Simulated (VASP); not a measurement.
A run of VASP 6.6.1:

INCAR

```
PREC     = Accurate       # precision mode
ENCUT    = 520            # plane-wave cutoff, eV
EDIFF    = 1E-6           # SCF threshold, eV
ISMEAR   = -1             # smearing method
SIGMA    = 0.05           # smearing width, eV
LREAL    = False          # projectors in reciprocal space
LASPH    = True           # aspherical terms in the spheres
NELM     = 150            # most SCF steps
ALGO     = Normal         # electronic algorithm
ISIF     = 2              # what is computed and relaxed
LWAVE    = False          # write WAVECAR
LCHARG   = False          # write CHGCAR
ISPIN    = 2              # spin polarisation
MAGMOM   = 3 0            # initial moments
LORBIT   = 11             # projections on sites
LMAXMIX  = 4              # l up to which the mixer works
GGA      = B5             # functional
ALDAX    = 1.0          
AGGAX    = 1.0          
AGGAC    = 1.0          
ALDAC    = 0.0          
NBANDS   = 18             # bands
```

The input KPOINTS:

```
Automatic mesh
0
Gamma
  11 11 11
```

Contents of POSCAR:

```
FeO
1.0
    0.0000000000      2.1554000000      2.1554000000
    2.1554000000      0.0000000000      2.1554000000
    2.1554000000      2.1554000000      0.0000000000
Fe O
1 1
Direct
    0.0000000000      0.0000000000      0.0000000000
    0.5000000000      0.5000000000      0.5000000000
```

Potentials or basis: VASP PAW PBE potentials, release 64 (Fe, O).

Command:

```bash
$ cat potpaw_PBE.64/Fe/POTCAR potpaw_PBE.64/O/POTCAR > POTCAR
$ mpirun -np 1 vasp_std > vasp.out
```

Hardware: 1 thread of Intel Xeon 6975P-C (shared host).

How long does it take, and how much memory?

Wall time 30 s on 1 thread of Intel Xeon 6975P-C, with other jobs on the host, peak memory 0.17 GiB. Counts: scf iterations 14, k points 56.
